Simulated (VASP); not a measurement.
# W (P6_3/mmc) in VASP: a series of runs

Runs on W. Level: r2SCAN. Tasks: single point.

All numbers are computed with VASP 6.6.1; they aren't measurements. Logs are shortened: lines on timing, memory, paths and dates and some standing lists are left out, and cuts for length are marked.

**1. The cell of the first run**

The structure is hexagonal, space group P6_3/mmc (No. 194). The conventional cell has a = 2.765 Å, b = 2.765 Å, c = 9.831 Å, α = 90.00°, β = 90.00°, γ = 120.00°. W (site symmetry -3m) has 12 W at 2.76 to 2.93 Å within 3.6 Å. W (site symmetry -6m2) has 12 W at 2.76 to 2.93 Å within 3.6 Å.

This isn't the form of W at room conditions, which is bcc.

**2. Single point, r2SCAN**

File POSCAR:

```
W
1.0
    2.7647689089      0.0000000000      0.0000000000
   -1.3823844545      2.3943601107      0.0000000000
    0.0000000000      0.0000000000      9.8312906932
W
4
Direct
    1.0000000000      0.0000000000      1.0000000000
    0.0000000000      1.0000000000      0.5000000000
    0.3333333333      0.6666666667      0.2500000000
    0.6666666667      0.3333333333      0.7500000000
```

File INCAR.step1:

```
  PREC = Accurate
  ENCUT = 520
  ISMEAR = -1
  SIGMA = 0.1
  LREAL = F
  LASPH = T
  NELM = 60
  NBANDS = 36
  GGA = PE
  ALGO = Normal
  EDIFF = 1E-4
  LWAVE = T
  LCHARG = F
```

File INCAR.step2:

```
  PREC = Accurate
  ENCUT = 520
  EDIFF = 1E-6
  ISMEAR = -1
  SIGMA = 0.1
  LREAL = F
  LASPH = T
  NELM = 60
  ALGO = Normal
  ISIF = 2
  LWAVE = F
  LCHARG = T
  METAGGA = R2SCAN
  LMIXTAU = T
  LELF = T
  LVHAR = T
  NBANDS = 36
  ISTART = 1
```

File KPOINTS:

```
Automatic mesh
0
Gamma
  13 13 4
```

Potentials or basis: VASP PAW PBE potentials, release 64 (W_sv).

Command:

```bash
> cat potpaw_PBE.64/W_sv/POTCAR > POTCAR
> cp INCAR.step1 INCAR
> mpirun -np 1 vasp_std > vasp.out
> cp INCAR.step2 INCAR
> mpirun -np 1 vasp_std > vasp.out
```

OUTCAR:

```text
PREC = Accurate
   ENCUT = 520
   EDIFF = 1E-6
   ISMEAR = -1
   LREAL = F
   LASPH = T
   NELM = 60
   ISIF = 2
   METAGGA = R2SCAN
   ISTART = 1

 ion  position               nearest neighbor table
   1  0.000  0.000  0.000-   3 2.93   4 2.93   4 2.93   3 2.93   4 2.93   3 2.93
   2  0.000  0.000  0.500-   3 2.93   4 2.93   4 2.93   3 2.93   4 2.93   3 2.93
   3  0.333  0.667  0.250-   1 2.93   2 2.93   1 2.93   2 2.93   1 2.93   2 2.93
   4  0.667  0.333  0.750-   1 2.93   2 2.93   1 2.93   2 2.93   1 2.93   2 2.93

  LATTYP: Found a hexagonal cell.
 ALAT       =     2.7647689089
 C/A-ratio  =     3.5559176977

  Lattice vectors:

 A1 = (   2.7647689089,   0.0000000000,   0.0000000000)
 A2 = (  -1.3823844545,   2.3943601107,   0.0000000000)
 A3 = (   0.0000000000,   0.0000000000,   9.8312906932)

Analysis of symmetry for initial positions (statically):
=====================================================================
 Subroutine PRICEL returns:
 Original cell was already a primitive cell.

 Routine SETGRP: Setting up the symmetry group for a
 hexagonal supercell.

 Subroutine GETGRP returns: Found 24 space group operations
 (whereof 12 operations were pure point group operations)
 out of a pool of 24 trial point group operations.

The static configuration has the point symmetry D_3d.
 The point group associated with its full space group is D_6h.

Analysis of symmetry for dynamics (positions and initial velocities):
=====================================================================
 Subroutine PRICEL returns:
 Original cell was already a primitive cell.

 Routine SETGRP: Setting up the symmetry group for a
 hexagonal supercell.

 Subroutine GETGRP returns: Found 24 space group operations
 (whereof 12 operations were pure point group operations)
 out of a pool of 24 trial point group operations.

The dynamic configuration has the point symmetry D_3d.
 The point group associated with its full space group is D_6h.

 Subroutine INISYM returns: Found 24 space group operations
 (whereof 12 operations are pure point group operations),
 and found     1 'primitive' translations

----------------------------------------------------------------------------------------
[... 86 lines left out ...]
   NGXF,Y,Z  is equivalent  to a cutoff of  28.86, 28.86, 27.06 a.u.
 SYSTEM =  unknown system
   PREC   = accura    normal or accurate (medium, high low for compatibility)
   ISTART =      1    job   : 0-new  1-cont  2-samecut
   ICHARG =      0    charge: 1-file 2-atom 10-const
   ISPIN  =      1    spin polarized calculation?
   LNONCOLLINEAR =      F non collinear calculations
   LSORBIT =      F    spin-orbit coupling
   LASPH  =      T    aspherical Exc in radial PAW
   ENCUT  =  520.0 eV  38.22 Ry    6.18 a.u.   5.14  5.14 18.28*2*pi/ulx,y,z
   NELM   =     60;   NELMIN=  2; NELMDL=  0     # of ELM steps
   EDIFF  = 0.1E-05   stopping-criterion for ELM
   LREAL  =      F    real-space projection
   EDIFFG = 0.1E-04   stopping-criterion for IOM
   NSW    =      0    number of steps for IOM
   IBRION =     -1    ionic relax: 0-MD 1-quasi-New 2-CG
   NFREE  =      0    steps in history (QN), initial steepest desc. (CG)
   ISIF   =      2    stress and relaxation
   ISYM   =      2    0-nonsym 1-usesym 2-fastsym
   POTIM  = 0.5000    time-step for ionic-motion
   TEBEG  =    0.0;   TEEND  =   0.0 temperature during run
   PSTRESS=    0.0 pullay stress
   NELECT =      56.0000    total number of electrons
   NUPDOWN=      -1.0000    fix difference up-down
   EMIN   =  10.00;   EMAX   =-10.00  energy-range for DOS
   EFERMI =   0.00;   METHOD = LEGACY
   ISMEAR =    -1;   SIGMA  =   0.10  broadening in eV -4-tet -1-fermi 0-gaus
   EFERMI_NEDOS =   21; number of points for ismear=-14 and -15
   IALGO  =     38    algorithm
   IMIX   =      4    mixing-type and parameters
     AMIX     =   0.40;   BMIX     =  1.00
     AMIX_MAG =   1.60;   BMIX_MAG =  1.00
  volume/ion in A,a.u.               =      16.27       109.80
  Fermi-wavevector in a.u.,A,eV,Ry     =   1.557105  2.942502 32.988358  2.424576
  Thomas-Fermi vector in A             =   2.660804
   LORBIT       =      0    0 simple, 1 ext, 2 COOP (PROOUT), +10 PAW based schemes
   METAGGA = R2SCAN    functional components
   LHFCALC =     F    Hartree Fock is set to
   AEXX    =    0.0000 exact exchange contribution
   IVDW    =     0    specifies the selected vdW correction
   LEPSILON=     F    determine dielectric tensor
   LRPA    =     F    only Hartree local field effects (RPA)
 non-spin polarized calculation
  energy-cutoff  :      520.00
  volume of cell :       65.08
 maximum number of plane-waves:      1772
 NGX is ok and might be reduce to    24
   NGX = 11   NGY = 11   NGZ = 37

 number of electron      56.0000002 magnetization

 Free energy of the ion-electron system (eV)
  ---------------------------------------------------
  ext. energy  EPLUGINS =         0.00000000
  ---------------------------------------------------
  free energy    TOTEN  =      -203.27526536 eV

  energy without entropy =     -203.16064494  energy(sigma->0) =     -203.21795515

 E-fermi :  10.5957     XC(G=0): -14.7712

 val. band max:       10.5817880237   @ k =   0.2308   0.1538   0.2500
 cond. band min:      10.5987724464   @ k =   0.0000   0.0000   0.0000
 fundamental gap:      0.0169844227
 Fermi energy:        10.5956756030

 k-point     1 :       0.0000    0.0000    0.0000
  band No.  band energies     occupation
      1     -65.1351      2.00000
      2     -65.1061      2.00000
      3     -65.0730      2.00000
      4     -65.0438      2.00000
      5     -29.2548      2.00000
      6     -28.7795      2.00000
[... 925 lines left out ...]
     35      13.3700      0.00000
     36      13.4642      0.00000

 [... further k-points ...]
[... 5 lines left out ...]
  --------------------------------------------------------------------------------------
  -------------------------------------------------------------------------------------
  Total        0.4597377      0.4597377      0.4547239     -0.0000000      0.0000000     -0.0000000
  in kB       11.3177969     11.3177969     11.1943669     -0.0000000      0.0000000     -0.0000000
  external PRESSURE =      11.2766536 kB  Pullay stress =       0.0000000 kB

 VOLUME and BASIS-vectors are now :
 -----------------------------------------------------------------------------
  energy-cutoff  :      520.00
  volume of cell :       65.08
      direct lattice vectors                 reciprocal lattice vectors
     2.764768909  0.000000000  0.000000000     0.361693882  0.208824060  0.000000000
    -1.382384454  2.394360111  0.000000000     0.000000000  0.417648120  0.000000000
     0.000000000  0.000000000  9.831290693     0.000000000  0.000000000  0.101716044

 POSITION                                       TOTAL-FORCE (eV/Angst)
 -----------------------------------------------------------------------------------
      0.00000      0.00000      0.00000         0.000000      0.000000     -0.000000
      0.00000      0.00000      4.91565         0.000000      0.000000     -0.000000
     -0.00000      1.59624      2.45782        -0.000000     -0.000000      0.000000
      1.38238      0.79812      7.37347         0.000000      0.000000      0.000000
 -----------------------------------------------------------------------------------
    total drift:                               -0.000000      0.000000     -0.000000

  FREE ENERGIE OF THE ION-ELECTRON SYSTEM (eV)
  ---------------------------------------------------
  free  energy   TOTEN  =      -203.2752653563 eV

  energy  without entropy=     -203.1606449414  energy(sigma->0) =     -203.21795515
```

OSZICAR.step1:

```text
N       E                     dE             d eps       ncg     rms          rms(c)
DAV:   1     0.693274088853E+03    0.69327E+03   -0.31769E+04  4552   0.182E+03
DAV:   2    -0.162217837726E+02   -0.70950E+03   -0.69547E+03  4792   0.573E+02
DAV:   3    -0.514117351055E+02   -0.35190E+02   -0.33771E+02  5400   0.121E+02
DAV:   4    -0.523297523970E+02   -0.91802E+00   -0.90109E+00  5548   0.180E+01
DAV:   5    -0.523429787648E+02   -0.13226E-01   -0.13207E-01  5256   0.235E+00    0.392E+01
DAV:   6    -0.504497714487E+02    0.18932E+01   -0.26578E+00  4944   0.121E+01    0.156E+01
DAV:   7    -0.499610675206E+02    0.48870E+00   -0.14802E+00  5164   0.822E+00    0.100E+00
DAV:   8    -0.499496321454E+02    0.11435E-01   -0.67027E-02  5592   0.252E+00    0.485E-01
DAV:   9    -0.499434327038E+02    0.61994E-02   -0.35137E-02  5488   0.161E+00    0.103E-01
DAV:  10    -0.499433963085E+02    0.36395E-04   -0.14942E-03  5312   0.339E-01    0.590E-02
DAV:  11    -0.499433988509E+02   -0.25424E-05   -0.84530E-05  2752   0.705E-02
   1 F= -.49943399E+02 E0= -.49880372E+02  d E =-.126054E+00
```

Wall time 11 min (1 thread of Intel Xeon 8259CL, shared host); peak memory 0.28 GiB.

Results:

* Free energy: -203.2753 eV
* Pressure: 1.1 GPa
* Band gap on the k mesh: zero (bands 28 and 29 overlap by 1.66 eV)

Caveat: the PAW data sets were made with another functional, which shifts forces and pressure a little; spin-orbit coupling is left out, which moves the levels of the heavy elements.

**3. Single point, r2SCAN (14.32 Å³/atom)**

This run uses another cell than the first one, of 14.32 Å³/atom.

File POSCAR:

```
W
1.0
    2.6494337300      0.0000000000      0.0000000000
   -1.3247168650      2.2944769158      0.0000000000
    0.0000000000      0.0000000000      9.4211682896
W
4
Direct
    1.0000000000      0.0000000000      1.0000000000
    0.0000000000      1.0000000000      0.5000000000
    0.3333333333      0.6666666667      0.2500000000
    0.6666666667      0.3333333333      0.7500000000
```

File INCAR.step1:

```
SYSTEM = W
PREC = Accurate
ENCUT = 520
ISMEAR = -1
SIGMA = 0.1
LREAL = .FALSE.
LASPH = .TRUE.
NELM = 80
NBANDS = 36
GGA = PE
ALGO = Normal
EDIFF = 1E-4
LWAVE = .TRUE.
LCHARG = .FALSE.
```

File INCAR.step2:

```
SYSTEM = W
PREC = Accurate
ENCUT = 520
EDIFF = 1E-7
ISMEAR = -1
SIGMA = 0.1
LREAL = .FALSE.
LASPH = .TRUE.
NELM = 80
ALGO = Normal
ISIF = 2
LWAVE = .FALSE.
LCHARG = .FALSE.
METAGGA = R2SCAN
LMIXTAU = .TRUE.
NBANDS = 36
ISTART = 1
```

File KPOINTS:

```
regular mesh
0
G
  15 15 4
  0 0 0
```

Potentials or basis: VASP PAW PBE potentials, release 64 (W_sv).

Command:

```bash
> cat potpaw_PBE.64/W_sv/POTCAR > POTCAR
> cp INCAR.step1 INCAR
> mpirun -np 1 vasp_std > vasp.out
> cp INCAR.step2 INCAR
> mpirun -np 1 vasp_std > vasp.out
```

Run time: 12 min. Hardware: 1 thread of Intel Xeon 8259CL, shared host; peak memory 0.25 GiB.

It converged, with:

| Quantity | Value |
| --- | --- |
| Free energy | -202.1144 eV |
| Pressure | 51.1 GPa |
| Band gap on the k mesh | zero (bands 28 and 29 overlap by 2.73 eV) |

Stress tensor (GPa, compression positive):
```
54.96  0.00  0.00
 0.00 54.96  0.00
 0.00  0.00 43.29
```

Levels at points of the mesh, in eV from the Fermi level:
| k point | band 24 | band 25 | band 26 | band 27 | band 28 | band 29 | band 30 | band 31 | band 32 | band 33 |
| --- | --- | --- | --- | --- | --- | --- | --- | --- | --- | --- |
| (0.00, 0.00, 0.00) | -0.81 | -0.81 | -0.63 | -0.63 | -0.32 | -0.32 | -0.14 | -0.10 | -0.10 | 2.80 |
| (0.00, 0.00, 0.50) | -1.43 | -0.68 | -0.68 | -0.68 | -0.68 | -0.28 | -0.28 | -0.28 | -0.28 | 3.22 |

Caveat: the stress differs along the axes, from 43 to 55 GPa; the PAW data sets were made with another functional, which shifts forces and pressure a little; spin-orbit coupling is left out, which moves the levels of the heavy elements.

**4. Single point, r2SCAN (14.97 Å³/atom)**

This run uses another cell than the first one, of 14.97 Å³/atom.

File POSCAR:

```
W
1.0
    2.6889833479      0.0000000000      0.0000000000
   -1.3444916740      2.3287278896      0.0000000000
    0.0000000000      0.0000000000      9.5618034755
W
4
Direct
    1.0000000000      0.0000000000      1.0000000000
    0.0000000000      1.0000000000      0.5000000000
    0.3333333333      0.6666666667      0.2500000000
    0.6666666667      0.3333333333      0.7500000000
```

File INCAR.step1:

```
PREC = Accurate
ENCUT = 520
ISMEAR = -1
SIGMA = 0.1
LREAL = F
LASPH = T
NELM = 60
NBANDS = 36
GGA = PE
ALGO = Normal
EDIFF = 1E-4
LWAVE = T
LCHARG = F
```

File INCAR.step2:

```
PREC = Accurate
ENCUT = 520
EDIFF = 1E-6
ISMEAR = -1
SIGMA = 0.1
LREAL = F
LASPH = T
NELM = 60
ALGO = Normal
ISIF = 2
LWAVE = F
LCHARG = F
METAGGA = R2SCAN
LMIXTAU = T
NBANDS = 36
ISTART = 1
```

File KPOINTS:

```
regular mesh
0
Gamma
  15 15 4
```

Potentials or basis: VASP PAW PBE potentials, release 64 (W_sv).

Command:

```bash
> cat potpaw_PBE.64/W_sv/POTCAR > POTCAR
> cp INCAR.step1 INCAR
> mpirun -np 1 vasp_std > vasp.out
> cp INCAR.step2 INCAR
> mpirun -np 1 vasp_std > vasp.out
```

OUTCAR:

```text
PREC = Accurate
   ENCUT = 520
   EDIFF = 1E-6
   ISMEAR = -1
   LREAL = F
   LASPH = T
   NELM = 60
   ISIF = 2
   METAGGA = R2SCAN
   ISTART = 1

 ion  position               nearest neighbor table
   1  0.000  0.000  0.000-   3 2.85   4 2.85   3 2.85   4 2.85   4 2.85   3 2.85
   2  0.000  0.000  0.500-   3 2.85   4 2.85   3 2.85   4 2.85   4 2.85   3 2.85
   3  0.333  0.667  0.250-   1 2.85   2 2.85   1 2.85   2 2.85   1 2.85   2 2.85
   4  0.667  0.333  0.750-   1 2.85   2 2.85   1 2.85   2 2.85   1 2.85   2 2.85

  LATTYP: Found a hexagonal cell.
 ALAT       =     2.6889833479
[... 1131 lines left out ...]
 [... further k-points ...]
[... 5 lines left out ...]
  --------------------------------------------------------------------------------------
  -------------------------------------------------------------------------------------
  Total       12.5107005     12.5107005      9.7522749     -0.0000000      0.0000000     -0.0000000
  in kB      334.7692349    334.7692348    260.9575388     -0.0000000      0.0000000     -0.0000000
  external PRESSURE =     310.1653361 kB  Pullay stress =       0.0000000 kB

 VOLUME and BASIS-vectors are now :
 -----------------------------------------------------------------------------
  energy-cutoff  :      520.00
  volume of cell :       59.88
      direct lattice vectors                 reciprocal lattice vectors
     2.688983348  0.000000000  0.000000000     0.371887762  0.214709500  0.000000000
    -1.344491674  2.328727890  0.000000000     0.000000000  0.429418999  0.000000000
     0.000000000  0.000000000  9.561803475     0.000000000  0.000000000  0.104582781

 POSITION                                       TOTAL-FORCE (eV/Angst)
 -----------------------------------------------------------------------------------
      0.00000      0.00000      0.00000        -0.000000      0.000000      0.000000
      0.00000      0.00000      4.78090        -0.000000      0.000000      0.000000
     -0.00000      1.55249      2.39045         0.000000      0.000000      0.000000
      1.34449      0.77624      7.17135        -0.000000      0.000000     -0.000000
 -----------------------------------------------------------------------------------
    total drift:                                0.000000     -0.000000      0.000000

  FREE ENERGIE OF THE ION-ELECTRON SYSTEM (eV)
  ---------------------------------------------------
  free  energy   TOTEN  =      -202.7776688661 eV

  energy  without entropy=     -202.6664970991  energy(sigma->0) =     -202.72208298
```

OSZICAR.step1:

```text
N       E                     dE             d eps       ncg     rms          rms(c)
DAV:   1     0.701117477633E+03    0.70112E+03   -0.31698E+04  5832   0.185E+03
DAV:   2    -0.141399221044E+02   -0.71526E+03   -0.70036E+03  6032   0.582E+02
DAV:   3    -0.504727619224E+02   -0.36333E+02   -0.35043E+02  6852   0.124E+02
DAV:   4    -0.514278464129E+02   -0.95508E+00   -0.93299E+00  6988   0.181E+01
DAV:   5    -0.514424904128E+02   -0.14644E-01   -0.14599E-01  6580   0.229E+00    0.457E+01
DAV:   6    -0.498111870913E+02    0.16313E+01   -0.20330E+00  6408   0.110E+01    0.198E+01
DAV:   7    -0.493395273654E+02    0.47166E+00   -0.13364E+00  6616   0.818E+00    0.856E-01
DAV:   8    -0.493288943642E+02    0.10633E-01   -0.57075E-02  6880   0.238E+00    0.432E-01
DAV:   9    -0.493243982015E+02    0.44962E-02   -0.24007E-02  6852   0.146E+00    0.941E-02
DAV:  10    -0.493244125674E+02   -0.14366E-04   -0.88185E-04  6560   0.260E-01
   1 F= -.49324413E+02 E0= -.49263731E+02  d E =-.121363E+00
```

It took 10 min on 1 thread of Intel Xeon 8259CL, shared host; peak memory 0.26 GiB.

What came out:

- Free energy: -202.7777 eV
- Pressure: 31.0 GPa
- Band gap on the k mesh: zero (bands 28 and 29 overlap by 2.40 eV)

Levels at points of the mesh, in eV from the Fermi level:
| k point | band 25 | band 26 | band 27 | band 28 | band 29 | band 30 | band 31 | band 32 |
| --- | --- | --- | --- | --- | --- | --- | --- | --- |
| (0.00, 0.00, 0.00) | -0.72 | -0.56 | -0.56 | -0.30 | -0.26 | -0.26 | -0.06 | -0.06 |
| (0.00, 0.00, 0.50) | -0.60 | -0.60 | -0.60 | -0.60 | -0.23 | -0.23 | -0.23 | -0.23 |

Caveat: the stress differs along the axes, from 26 to 33 GPa; the PAW data sets were made with another functional, which shifts forces and pressure a little; spin-orbit coupling is left out, which moves the levels of the heavy elements.

**5. Overview**

```tsv
cell	k mesh	gap on the mesh (eV)	pressure (GPa)
a = 2.765, b = 2.765, c = 9.831 Å, angles 90.0, 90.0, 120.0°, 4 atoms	13 × 13 × 4	none	1.1
a = 2.649, b = 2.649, c = 9.421 Å, angles 90.0, 90.0, 120.0°, 4 atoms	15 × 15 × 4	none	51.1
a = 2.689, b = 2.689, c = 9.562 Å, angles 90.0, 90.0, 120.0°, 4 atoms	15 × 15 × 4	none	31.0
```

Alike in all rows: task single point; level r2SCAN; potentials or basis VASP PAW PBE potentials, release 64 (W_sv); no spin polarisation; cutoff (eV) 520; smearing fermi-dirac 0.1 eV.

Caveats: the PAW data sets were made with another functional, which shifts forces and pressure a little; spin-orbit coupling is left out, which moves the levels of the heavy elements; the stress differs along the axes, from 43 to 55 GPa (at least some runs); the stress differs along the axes, from 26 to 33 GPa (at least some runs).

Absolute energies hang on the potentials; compare differences alone.

The gap in the log of VASP goes by the Fermi energy; the results here count the filled bands.